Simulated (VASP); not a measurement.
Re: single point with PBE

Re:

```xyz
2
Lattice="2.8858 0.0000 0.0000 -1.4429 2.4992 0.0000 0.0000 0.0000 4.4842" Properties=species:S:1:pos:R:3 pbc="T T T"
Re    0.0000    1.6661    1.0725
Re    1.4429    0.8331    3.4118
```

This cell differs from its parent crystal: atoms displaced along a vibrational mode, the cell strained.

- Program: VASP 6.6.1
- Task: single point
- Functional: PBE
- Potentials or basis: VASP PAW PBE potentials, release 64 (Re)
- Cutoff: 520 eV
- k mesh: 18 × 18 × 10
- Occupations: gaussian, width 0.15 eV
- Spin: no spin polarisation

| Property | Result |
| --- | --- |
| Pressure | -23.1 GPa |
| Largest force | 0.119 eV/Å |
| Band gap on the k mesh | zero (bands 7 and 8 overlap by 2.63 eV) |

Forces on the atoms (eV/Å):
```
Re   0.000  0.000  0.119
Re   0.000  0.000 -0.119
```

Stress tensor (GPa, compression positive):
```
-27.23   0.00   0.00
  0.00 -27.23   0.00
  0.00   0.00 -14.77
```

Levels at points of the mesh, in eV from the Fermi level:
| k point | band 3 | band 4 | band 5 | band 6 | band 7 | band 8 | band 9 | band 10 | band 11 | band 12 |
| --- | --- | --- | --- | --- | --- | --- | --- | --- | --- | --- |
| (0.00, 0.00, 0.00) | -1.40 | -1.40 | -0.90 | -0.71 | -0.71 | 0.08 | 0.08 | 1.03 | 3.05 | 3.05 |
| (0.50, 0.00, 0.00) | -4.46 | -1.90 | -1.75 | -0.91 | -0.19 | 3.17 | 3.70 | 4.10 | 5.23 | 6.17 |
| (0.00, 0.00, 0.50) | -2.27 | -1.62 | -1.62 | -1.59 | -1.59 | -1.34 | 2.13 | 2.13 | 2.54 | 2.54 |
| (0.50, 0.00, 0.50) | -3.63 | -3.09 | -0.13 | 0.69 | 0.79 | 0.83 | 3.43 | 3.60 | 3.95 | 4.51 |

Wall time 64 s on 1 thread of Intel(R) Xeon(R) 6975P-C (Granite Rapids), with other jobs on the host, peak memory 0.26 GiB.

Caveat: the cell differs from its parent crystal (atoms displaced along a vibrational mode, the cell strained); the stress differs along the axes, from -27 to -15 GPa; spin-orbit coupling is left out, which moves the levels of the heavy elements.
